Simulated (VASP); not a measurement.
F: single point with PBE+D3(BJ)

F:

```
F
1.0
     2.81815   -1.79120    0.29741
     2.81815    1.79120    0.29741
    -0.83599    0.00000    6.74692
F
4
Direct
  0.91386 0.58555 0.11059
  0.41445 0.08614 0.38941
  0.08614 0.41445 0.88941
  0.58555 0.91386 0.61059
```

This cell differs from its parent crystal: atoms shifted along a free coordinate.

| Property | Result |
| --- | --- |
| Program | VASP 6.6.1 |
| Task | single point |
| Functional | PBE |
| Dispersion | D3(BJ) |
| Potentials or basis | VASP PAW PBE potentials, release 64 (F) |
| Cutoff | 520 eV |
| k mesh | 8 × 8 × 4 |
| Occupations | gaussian, width 0.05 eV |
| Spin | no spin polarisation |
| Dipole correction | no |
| Further INCAR settings | ALGO = Normal; EDIFF = 1e-06; NBANDS = 22 |

```
Pressure                   : -9.4 GPa
Largest force              : 3.199 eV/Å
Band gap on the k mesh     : 1.09 eV
Dispersion energy per atom : -0.028 eV
```

Forces on the atoms (eV/Å):
```
F    0.373 -1.214 -2.937
F   -0.373 -1.214  2.937
F   -0.373  1.214  2.937
F    0.373  1.214 -2.937
```

Stress tensor (GPa, compression positive):
```
 -0.79   0.00   2.78
  0.00  -5.02   0.00
  2.78   0.00 -22.42
```

Levels at points of the mesh, in eV from the valence-band top:
```csv
k point,band 12,band 13,band 14,band 15,band 16,band 17
"(0.00, 0.00, 0.00)",-0.12,-0.03,0.00,1.09,1.81,9.67
"(0.50, 0.00, 0.00)",-0.48,-0.17,-0.16,1.60,1.60,13.84
"(0.50, 0.50, 0.00)",-0.60,-0.09,-0.03,1.22,1.76,14.01
"(0.00, 0.00, 0.50)",-0.28,-0.07,-0.07,1.45,1.45,10.54
"(0.50, 0.00, 0.50)",-0.32,-0.13,-0.12,1.52,1.52,14.41
"(0.50, 0.50, 0.50)",-0.35,-0.33,-0.33,1.50,1.50,14.49
```

It took 39 s on 1 thread of AMD EPYC 9R45 96-Core Processor (Zen 5), on a shared host, peak memory 0.2 GiB.

Caveat: the cell differs from its parent crystal (atoms shifted along a free coordinate); the stress differs along the axes, from -22 to -1 GPa; forces of over 1 eV/Å act on the atoms, so gaps and moduli don't describe the material at rest. A k mesh can miss the band edges.
